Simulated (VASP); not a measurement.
Wanted: the native input for a VASP 6.6.1 run.

| Item | Value |
| --- | --- |
| Task | single point |
| Functional | PBE |
| Potentials or basis | VASP PAW PBE potentials, release 64 (Be, Te) |
| Cutoff | 520 eV |
| k mesh | 11 × 11 × 11 |
| Occupations | fermi-dirac, width 0.05 eV |
| Spin | no spin polarisation |
| Dipole correction | no |
| Further INCAR settings | ALGO = Normal; EDIFF = 1e-06; NBANDS = 11 |

The structure of BeTe lies in POSCAR:

```
BeTe
1.0
    0.0000000000      2.7928936002      2.7928936002
    2.7928936002      0.0000000000      2.7928936002
    2.7928936002      2.7928936002      0.0000000000
Be Te
1 1
Direct
    0.0000000000      0.0000000000      0.0000000000
    0.7500000000      0.7500000000      0.7500000000
```

This cell differs from its parent crystal: volume scaled by 1.025.

The input as run:

INCAR

```
SYSTEM = BeTe
ALGO = Normal ; EDIFF = 1E-6
ENCUT = 520 ; GGA = PE
ISIF = 2 ; ISMEAR = -1
LASPH = .TRUE. ; LCHARG = .TRUE.
LELF = .TRUE. ; LREAL = .FALSE.
LVHAR = .TRUE. ; LWAVE = .FALSE.
NBANDS = 11 ; NELM = 60
PREC = Accurate ; SIGMA = 0.05
```

KPOINTS

```
k-points
0
G
  11 11 11
  0 0 0
```

Potentials or basis: VASP PAW PBE potentials, release 64 (Be, Te).

Launch:

```sh
$ cat potpaw_PBE.64/Be/POTCAR potpaw_PBE.64/Te/POTCAR > POTCAR
$ mpirun -np 1 vasp_std > vasp.out
```

Results of the run:

* Pressure: 2.7 GPa
* Band gap on the k mesh: 1.94 eV, indirect (least direct gap 3.59 eV)

Caveat: spin-orbit coupling is left out, which moves the levels of the heavy elements.

It took 36 s on 1 thread of AMD EPYC 7R13, with other jobs on the host, peak memory 0.15 GiB.
